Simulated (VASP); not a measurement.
Write the native input for VASP 6.6.1 that does the following.

| Item | Value |
| --- | --- |
| Task | single point |
| Functional | PBE |
| Potentials or basis | VASP PAW PBE potentials, release 64 (Al) |
| Cutoff | 520 eV |
| k mesh | 17 × 17 × 17 |
| Occupations | fermi-dirac, width 0.05 eV |
| Spin | no spin polarisation |
| Dipole correction | no |
| Further INCAR settings | ALGO = Normal; EDIFF = 1e-06; NBANDS = 8 |

The structure of Al lies in POSCAR:

```
Al
1.0
    0.0000000000      2.0200343478      2.0200343478
    2.0200343478      0.0000000000      2.0200343478
    2.0200343478      2.0200343478      0.0000000000
Al
1
Direct
    0.0000000000      0.0000000000      0.0000000000
```

One way to write it, as run:

INCAR

```
SYSTEM = Al
PREC     = Accurate       ! precision mode
ENCUT    = 520            ! plane-wave cutoff, eV
EDIFF    = 1E-6           ! SCF threshold, eV
ISMEAR   = -1             ! smearing method
SIGMA    = 0.05           ! smearing width, eV
LREAL    = .FALSE.        ! projectors in reciprocal space
LASPH    = .TRUE.         ! aspherical terms in the spheres
NELM     = 60             ! most SCF steps
ALGO     = Normal         ! electronic algorithm
ISIF     = 2              ! what is computed and relaxed
LWAVE    = .FALSE.        ! write WAVECAR
LCHARG   = .TRUE.         ! write CHGCAR
GGA      = PE             ! functional
LELF     = .TRUE.         ! ELF
LVHAR    = .TRUE.       
NBANDS   = 8              ! bands
```

KPOINTS

```
Automatic mesh
0
G
  17 17 17
  0 0 0
```

Potentials or basis: VASP PAW PBE potentials, release 64 (Al).

Command:

```bash
$ cat potpaw_PBE.64/Al/POTCAR > POTCAR
$ mpirun -np 1 vasp_std > vasp.out
```

It gave:

```
Pressure : 0.0 GPa
```

Run time: 6 s on 1 thread of Intel(R) Xeon(R) 6975P-C (Granite Rapids), with other jobs on the host, peak memory 0.14 GiB.
